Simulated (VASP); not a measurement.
BaZrO3:

```
CELL_PARAMETERS angstrom
4.19134 0.00000 0.00000
0.00000 4.19134 0.00000
0.00000 0.00000 4.19134
ATOMIC_POSITIONS crystal
Ba 0.00000 0.00000 0.00000
Zr 0.50000 0.50000 0.50000
O 0.50000 0.50000 0.00000
O 0.50000 0.00000 0.50000
O 0.00000 0.50000 0.50000
```

Base run:

* Program: VASP 6.6.1
* Functional: PBE
* Potentials or basis: VASP PAW PBE potentials, release 64 (Ba_sv, Zr_sv, O_h)
* Cutoff: 1340 eV
* k mesh: 5 × 5 × 5
* Occupations: fermi-dirac, width 0.05 eV
* Spin: no spin polarisation

Its results: band gap on the k mesh 3.30 eV (least direct gap 3.41 eV); pressure 5.0 GPa.

Task: The run is repeated on the same cell with these changes: functional from PBE to r2SCAN; cutoff from 1340 eV to 1480 eV; k mesh from 5 × 5 × 5 to 6 × 6 × 6. What comes out?

Result: Band gap on the k mesh 3.71 eV (least direct gap 3.95 eV); pressure 2.6 GPa.

Several settings changed at once.

Caveats: spin-orbit coupling is left out, which moves the levels of the heavy elements; the cell stands under pressure (at least some runs); an odd mesh through Γ misses points on the zone boundary, where band edges can lie (at least some runs); the PAW data sets were made with another functional, which shifts forces and pressure a little (at least some runs).
